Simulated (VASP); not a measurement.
# Mn (P6/mmm) in VASP: a series of runs

The runs below take Mn through single point, with PBE.

Program: VASP 6.6.1. These are calculated values, not measurements. Logs are shortened: lines on timing, memory, paths and dates and some standing lists are left out, and cuts for length are marked.

**1. The cell of the first run**

The structure is hexagonal, space group P6/mmm (No. 191). The conventional cell has a = 3.743 Å, b = 3.743 Å, c = 2.348 Å, α = 90.00°, β = 90.00°, γ = 120.00°. Within 3.1 Å of Mn (site symmetry 6/mmm) lie 14 Mn at 2.35 to 2.46 Å. Within 2.9 Å of Mn (site symmetry -6m2) lie 11 Mn at 2.16 to 2.46 Å.

This isn't the form of Mn at room conditions, which is a 58-atom cubic cell.

**2. Single point, PBE (9.50 Å³/atom)**

The input, INCAR:

```
ALGO = Normal
EDIFF = 1E-6
ENCUT = 680
GGA = PE
GGA_COMPAT = False
ISIF = 2
ISMEAR = -1
LASPH = True
LCHARG = False
LREAL = False
LWAVE = False
NBANDS = 30
NELM = 120
PREC = Accurate
SIGMA = 0.1
```

The input, KPOINTS:

```
k-points
0
Gamma
  12 12 17
```

The input, POSCAR:

```
Mn
1.0
    3.7432432570      0.0000000000      0.0000000000
   -1.8716216285      3.2417437531      0.0000000000
    0.0000000000      0.0000000000      2.3477790045
Mn
3
Direct
    0.0000000000      0.0000000000      0.0000000000
    0.3333333333      0.6666666667      0.5000000000
    0.6666666667      0.3333333333      0.5000000000
```

Potentials or basis: VASP PAW PBE potentials, release 64 (Mn_sv).

Started as:

```sh
$ cat potpaw_PBE.64/Mn_sv/POTCAR > POTCAR
$ mpirun -np 1 vasp_std > vasp.out
```

OUTCAR:

```text
EDIFF = 1E-6
   ENCUT = 680
   GGA = PE
   ISIF = 2
   ISMEAR = -1
   LASPH = True
   LREAL = False
   NELM = 120
   PREC = Accurate

 ion  position               nearest neighbor table
   1  0.000  0.000  0.000-   2 2.46   3 2.46   2 2.46   3 2.46   2 2.46   2 2.46   3 2.46   3 2.46
                             3 2.46   3 2.46   2 2.46   2 2.46
   2  0.333  0.667  0.500-   3 2.16   3 2.16   3 2.16   1 2.46   1 2.46   1 2.46   1 2.46   1 2.46
                             1 2.46
   3  0.667  0.333  0.500-   2 2.16   2 2.16   2 2.16   1 2.46   1 2.46   1 2.46   1 2.46   1 2.46
                             1 2.46

  LATTYP: Found a hexagonal cell.
 ALAT       =     3.7432432570
 C/A-ratio  =     0.6272044971

  Lattice vectors:

 A1 = (   3.7432432570,   0.0000000000,   0.0000000000)
 A2 = (  -1.8716216285,   3.2417437531,   0.0000000000)
 A3 = (   0.0000000000,   0.0000000000,   2.3477790045)

Analysis of symmetry for initial positions (statically):
=====================================================================
 Subroutine PRICEL returns:
 Original cell was already a primitive cell.

 Routine SETGRP: Setting up the symmetry group for a
 hexagonal supercell.

 Subroutine GETGRP returns: Found 24 space group operations
 (whereof 24 operations were pure point group operations)
 out of a pool of 24 trial point group operations.

The static configuration has the point symmetry D_6h.

Analysis of symmetry for dynamics (positions and initial velocities):
=====================================================================
 Subroutine PRICEL returns:
 Original cell was already a primitive cell.

 Routine SETGRP: Setting up the symmetry group for a
 hexagonal supercell.

 Subroutine GETGRP returns: Found 24 space group operations
 (whereof 24 operations were pure point group operations)
 out of a pool of 24 trial point group operations.

The dynamic configuration has the point symmetry D_6h.

 Subroutine INISYM returns: Found 24 space group operations
 (whereof 24 operations are pure point group operations),
 and found     1 'primitive' translations

----------------------------------------------------------------------------------------

                                     Primitive cell

  volume of cell :      28.4894

  direct lattice vectors                    reciprocal lattice vectors
     3.743243257  0.000000000  0.000000000     0.267148013  0.154237977  0.000000000
    -1.871621629  3.241743753  0.000000000     0.000000000  0.308475955  0.000000000
     0.000000000  0.000000000  2.347779004     0.000000000  0.000000000  0.425934467

  length of vectors
     3.743243257  3.743243257  2.347779004     0.308475955  0.308475955  0.425934467

  position of ions in fractional coordinates (direct lattice)
     0.000000000  0.000000000  0.000000000
     0.333333333  0.666666667  0.500000000
     0.666666667  0.333333333  0.500000000

  ion indices of the primitive-cell ions
   primitive index   ion index
                 1           1
                 2           2
                 3           3

----------------------------------------------------------------------------------------

 KPOINTS: k-points

Automatic generation of k-mesh.
 Grid dimensions read from file:
 generate k-points for:   12   12   17

 Generating k-lattice:

  Cartesian coordinates                     Fractional coordinates (reciprocal lattice)
     0.022262334  0.012853165  0.000000000     0.083333333 -0.000000000  0.000000000
     0.000000000  0.025706330  0.000000000     0.000000000  0.083333333  0.000000000
     0.000000000  0.000000000  0.025054969     0.000000000  0.000000000  0.058823529

  Length of vectors
     0.025706330  0.025706330  0.025054969

  Shift w.r.t. Gamma in fractional coordinates (k-lattice)
     0.000000000  0.000000000  0.000000000

 Subroutine IBZKPT returns following result:
 ===========================================

 Found    171 irreducible k-points:

 Following reciprocal coordinates:
            Coordinates               Weight
  0.000000  0.000000  0.000000      1.000000
  0.083333 -0.000000  0.000000      6.000000
  0.166667  0.000000  0.000000      6.000000
  0.250000 -0.000000  0.000000      6.000000
  0.333333 -0.000000  0.000000      6.000000
  0.416667  0.000000  0.000000      6.000000
[... 16 lines left out ...]
  0.250000 -0.000000  0.058824     12.000000
  0.333333 -0.000000  0.058824     12.000000
 [... further k-points ...]
   k-points           NKPTS =    171   k-points in BZ     NKDIM =    171   number of bands    NBANDS=     30
   number of dos      NEDOS =    301   number of ions     NIONS =      3
   total plane-waves  NPLWV =  20480
   dimension x,y,z NGX =    32 NGY =   32 NGZ =   20
   dimension x,y,z NGXF=    64 NGYF=   64 NGZF=   40
   ions per type =               3
   NGX,Y,Z   is equivalent  to a cutoff of  14.21, 14.21, 14.16 a.u.
   NGXF,Y,Z  is equivalent  to a cutoff of  28.42, 28.42, 28.32 a.u.
 SYSTEM =  unknown system
   PREC   = accura    normal or accurate (medium, high low for compatibility)
   ISTART =      0    job   : 0-new  1-cont  2-samecut
   ICHARG =      2    charge: 1-file 2-atom 10-const
   ISPIN  =      1    spin polarized calculation?
   LNONCOLLINEAR =      F non collinear calculations
   LSORBIT =      F    spin-orbit coupling
   LASPH  =      T    aspherical Exc in radial PAW
   ENCUT  =  680.0 eV  49.98 Ry    7.07 a.u.   7.96  7.96  4.99*2*pi/ulx,y,z
   NELM   =    120;   NELMIN=  2; NELMDL= -5     # of ELM steps
   EDIFF  = 0.1E-05   stopping-criterion for ELM
   LREAL  =      F    real-space projection
   EDIFFG = 0.1E-04   stopping-criterion for IOM
   NSW    =      0    number of steps for IOM
   IBRION =     -1    ionic relax: 0-MD 1-quasi-New 2-CG
   NFREE  =      0    steps in history (QN), initial steepest desc. (CG)
   ISIF   =      2    stress and relaxation
   ISYM   =      2    0-nonsym 1-usesym 2-fastsym
   POTIM  = 0.5000    time-step for ionic-motion
   TEBEG  =    0.0;   TEEND  =   0.0 temperature during run
   PSTRESS=    0.0 pullay stress
   NELECT =      45.0000    total number of electrons
   NUPDOWN=      -1.0000    fix difference up-down
   EMIN   =  10.00;   EMAX   =-10.00  energy-range for DOS
   EFERMI =   0.00;   METHOD = LEGACY
   ISMEAR =    -1;   SIGMA  =   0.10  broadening in eV -4-tet -1-fermi 0-gaus
   EFERMI_NEDOS =   21; number of points for ismear=-14 and -15
   IALGO  =     38    algorithm
   IMIX   =      4    mixing-type and parameters
     AMIX     =   0.40;   BMIX     =  1.00
     AMIX_MAG =   1.60;   BMIX_MAG =  1.00
  volume/ion in A,a.u.               =       9.50        64.09
  Fermi-wavevector in a.u.,A,eV,Ry     =   1.906562  3.602880 49.456907  3.634980
  Thomas-Fermi vector in A             =   2.944282
   LORBIT       =      0    0 simple, 1 ext, 2 COOP (PROOUT), +10 PAW based schemes
   GGA     = PE    functional components
   LHFCALC =     F    Hartree Fock is set to
   AEXX    =    0.0000 exact exchange contribution
   IVDW    =     0    specifies the selected vdW correction
   LEPSILON=     F    determine dielectric tensor
   LRPA    =     F    only Hartree local field effects (RPA)
 non-spin polarized calculation
  energy-cutoff  :      680.00
  volume of cell :       28.49
 maximum number of plane-waves:      1167
 NGX is ok and might be reduce to    32
   NGX = 15   NGY = 15   NGZ =  9

 number of electron      45.0000018 magnetization

 Free energy of the ion-electron system (eV)
  ---------------------------------------------------
  ext. energy  EPLUGINS =         0.00000000
  ---------------------------------------------------
  free energy    TOTEN  =       -26.61462632 eV

  energy without entropy =      -26.52096502  energy(sigma->0) =      -26.56779567

 E-fermi :  16.1862     XC(G=0): -14.8950

 val. band max:       16.1857542464   @ k =   0.2500  -0.0000   0.1176
 cond. band min:      16.1883213111   @ k =   0.2500  -0.0000   0.1765
 fundamental gap:      0.0025670647
 Fermi energy:        16.1861849619

 k-point     1 :       0.0000    0.0000    0.0000
  band No.  band energies     occupation
      1     -63.2182      2.00000
      2     -62.8208      2.00000
      3     -62.8043      2.00000
      4     -32.2526      2.00000
      5     -32.2526      2.00000
      6     -31.7968      2.00000
[... 22 lines left out ...]
     29      26.0027      0.00000
     30      26.0301      0.00000

 k-point     2 :       0.0833   -0.0000    0.0000
  band No.  band energies     occupation
      1     -63.2113      2.00000
      2     -62.8263      2.00000
      3     -62.8060      2.00000
      4     -32.2754      2.00000
      5     -32.2582      2.00000
      6     -31.7688      2.00000
[... 22 lines left out ...]
     29      24.4024      0.00000
     30      24.5755      0.00000

 k-point     3 :       0.1667    0.0000    0.0000
  band No.  band energies     occupation
      1     -63.1912      2.00000
      2     -62.8425      2.00000
      3     -62.8106      2.00000
      4     -32.3281      2.00000
      5     -32.2606      2.00000
      6     -31.7008      2.00000
[... 22 lines left out ...]
     29      22.7370      0.00000
     30      23.1774      0.00000

 k-point     4 :       0.2500   -0.0000    0.0000
  band No.  band energies     occupation
      1     -63.1600      2.00000
      2     -62.8684      2.00000
      3     -62.8170      2.00000
      4     -32.3866      2.00000
      5     -32.2375      2.00000
      6     -31.6172      2.00000
[... 22 lines left out ...]
     29      21.2112      0.00000
     30      21.8394      0.00000

 k-point     5 :       0.3333   -0.0000    0.0000
  band No.  band energies     occupation
      1     -63.1213      2.00000
      2     -62.9019      2.00000
      3     -62.8233      2.00000
      4     -32.4358      2.00000
      5     -32.1798      2.00000
      6     -31.5347      2.00000
[... 22 lines left out ...]
     29      19.9062      0.00000
     30      20.5755      0.00000
[... 526 lines left out ...]
     29      24.5049      0.00000
     30      24.6901      0.00000

 k-point    22 :       0.1667    0.0000    0.0588
  band No.  band energies     occupation
      1     -63.1868      2.00000
      2     -62.8394      2.00000
      3     -62.8084      2.00000
      4     -32.3232      2.00000
      5     -32.2561      2.00000
      6     -31.6958      2.00000
[... 22 lines left out ...]
     29      22.8350      0.00000
     30      23.3108      0.00000

 k-point    23 :       0.2500   -0.0000    0.0588
  band No.  band energies     occupation
      1     -63.1558      2.00000
      2     -62.8652      2.00000
      3     -62.8145      2.00000
      4     -32.3807      2.00000
      5     -32.2331      2.00000
      6     -31.6140      2.00000
[... 22 lines left out ...]
     29      21.3035      0.00000
     30      22.0003      0.00000

 k-point    24 :       0.3333   -0.0000    0.0588
  band No.  band energies     occupation
      1     -63.1174      2.00000
      2     -62.8987      2.00000
      3     -62.8207      2.00000
      4     -32.4292      2.00000
      5     -32.1766      2.00000
      6     -31.5549      2.00000
[... 22 lines left out ...]
     29      19.9934      0.00000
     30      20.7785      0.00000

 [... further k-points ...]
[... 5 lines left out ...]
  --------------------------------------------------------------------------------------
  -------------------------------------------------------------------------------------
  Total        8.0100946      8.0100946      7.5398715      0.0000000      0.0000000      0.0000000
  in kB      450.4683451    450.4683451    424.0241346      0.0000000      0.0000000      0.0000000
  external PRESSURE =     441.6536083 kB  Pullay stress =       0.0000000 kB

 VOLUME and BASIS-vectors are now :
 -----------------------------------------------------------------------------
  energy-cutoff  :      680.00
  volume of cell :       28.49
      direct lattice vectors                 reciprocal lattice vectors
     3.743243257  0.000000000  0.000000000     0.267148013  0.154237977  0.000000000
    -1.871621629  3.241743753  0.000000000     0.000000000  0.308475955  0.000000000
     0.000000000  0.000000000  2.347779004     0.000000000  0.000000000  0.425934467

 POSITION                                       TOTAL-FORCE (eV/Angst)
 -----------------------------------------------------------------------------------
      0.00000      0.00000      0.00000        -0.000000      0.000000      0.000000
     -0.00000      2.16116      1.17389         0.000000     -0.000000      0.000000
      1.87162      1.08058      1.17389        -0.000000      0.000000     -0.000000
 -----------------------------------------------------------------------------------
    total drift:                               -0.000000      0.000000      0.000000

  FREE ENERGIE OF THE ION-ELECTRON SYSTEM (eV)
  ---------------------------------------------------
  free  energy   TOTEN  =       -26.6146263232 eV

  energy  without entropy=      -26.5209650179  energy(sigma->0) =      -26.56779567
```

It took 3.8 min on 1 thread of AMD EPYC 7R43 (Zen 3), shared host; peak memory 0.23 GiB.

Results:

| Property | Result |
| --- | --- |
| Free energy | -26.6146 eV |
| Pressure | 44.2 GPa |
| Band gap on the k mesh | zero (an odd number of electrons rules out a gap without spin polarisation) |

Caveat: the cell stands under pressure; the run has no spin polarisation, though such a crystal can be magnetic.

**3. Single point, PBE, collinear spin, ferromagnetic start**

This run uses another cell than the first one, of 10.78 Å³/atom.

The input, INCAR:

```
SYSTEM = Mn
ALGO = Normal ; EDIFF = 1E-6
ENCUT = 520 ; GGA = PE
ISIF = 2 ; ISMEAR = -1
ISPIN = 2 ; LASPH = .TRUE.
LCHARG = .FALSE. ; LMAXMIX = 4
LORBIT = 11 ; LREAL = .FALSE.
LWAVE = .FALSE. ; MAGMOM = 3 3 3
NBANDS = 30 ; NELM = 150
PREC = Accurate ; SIGMA = 0.05
```

The input, KPOINTS:

```
k-points
0
G
  12 12 17
  0 0 0
```

The input, POSCAR:

```
Mn
1.0
    3.9021325610      0.0000000000      0.0000000000
   -1.9510662805      3.3793459268      0.0000000000
    0.0000000000      0.0000000000      2.4529150535
Mn
3
Direct
    1.0000000000      0.0000000000      0.0000000000
    0.3333333333      0.6666666667      0.5000000000
    0.6666666667      0.3333333333      0.5000000000
```

Potentials or basis: VASP PAW PBE potentials, release 64 (Mn_pv).

Started as:

```sh
$ cat potpaw_PBE.64/Mn_pv/POTCAR > POTCAR
$ mpirun -np 1 vasp_std > vasp.out
```

Run time: 6.8 min. Hardware: 1 thread of Oxide Virtual Turin-like, shared host; peak memory 0.29 GiB.

It converged, with:

* Free energy: -26.7162 eV
* Pressure: 0.0 GPa
* Net moment: 0.00 μB per cell
* Valence electrons inside the program's atomic spheres: Mn 11.93, 12.04 (each value once)

Stress tensor (GPa, compression positive):
```
-0.09  0.00  0.00
 0.00 -0.09  0.00
 0.00  0.00  0.19
```

Levels at points of the mesh, in eV from the Fermi level:
Spin up:
```
           k point  band 17  band 18  band 19  band 20  band 21  band 22
(0.00, 0.00, 0.00)    -1.08    -0.52    -0.52    -0.09    -0.09     0.03
(0.50, 0.00, 0.00)    -1.09    -0.94     0.07     0.16     1.21     1.28
```
Spin down:
| k point | band 17 | band 18 | band 19 | band 20 | band 21 | band 22 |
| --- | --- | --- | --- | --- | --- | --- |
| (0.00, 0.00, 0.00) | -1.09 | -0.52 | -0.52 | -0.08 | -0.08 | 0.02 |
| (0.50, 0.00, 0.00) | -1.10 | -0.94 | 0.08 | 0.15 | 1.21 | 1.28 |

Caveat: the moments typed at the start vanished in this run.
